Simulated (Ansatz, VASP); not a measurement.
**One calculation of AgCl, two programs**

INCAR

```
SYSTEM = AgCl
PREC = Accurate
ENCUT = 520
EDIFF = 1E-6
ISMEAR = 0
SIGMA = 0.01
LREAL = .False.
LASPH = .True.
NELM = 100
ALGO = Normal
ISIF = 2
LWAVE = .False.
LCHARG = .False.
GGA = PE
NBANDS = 16
```

File KPOINTS:

```
regular mesh
0
Gamma
  10 10 10
  0 0 0
```

POSCAR

```
AgCl
1.0
    3.3955880419      0.0000000000      0.0000000000
    0.0000000000      3.3955880419      0.0000000000
    0.0000000000      0.0000000000      3.3955880419
Ag Cl
1 1
Direct
    0.0000000000      0.0000000000      0.0000000000
    0.5000000000      0.5000000000      0.5000000000
```

Input for Ansatz:

```yaml
crystal:
  lattice:
    - [3.3955880419, 0.0, 0.0]
    - [0.0, 3.3955880419, 0.0]
    - [0.0, 0.0, 3.3955880419]
  atoms:
    - { symbol: Ag, position: [0.0, 0.0, 0.0] }
    - { symbol: Cl, position: [0.5, 0.5, 0.5] }
kpoints:
  mp_grid: { grid: [10, 10, 10] }
hamiltonian:
  xc: pbe
scf:
  occupations: { method: fixed }
output:
  optics:
    e_range: [2, 6]
    de: 0.05
    sigma: 0.03
    scissors: 2.5
    scheme: fermi_dirac
    bands: auto
```

Alike in both runs: task single point; functional PBE; k mesh 10 × 10 × 10; no spin polarisation.

|  | VASP | Ansatz |
| --- | --- | --- |
| version | VASP 6.6.1 | Ansatz 0.2.0 |
| potentials or method | VASP PAW PBE potentials, release 64 (Ag, Cl) | plane waves, PAW |
| plane-wave cutoff (eV) | 520 | 420 |
| occupations | gaussian, width 0.01 eV | fixed |
| valence electrons in the cell | 18 | 26 |

```tsv
	VASP	Ansatz	Ansatz less VASP
gap on the k mesh at the Fermi level (eV)	0.59	0.58	0.000
```

VASP's potentials hold 18 valence electrons a cell and Ansatz's 26, so a difference there can come from the potentials and not from the codes.
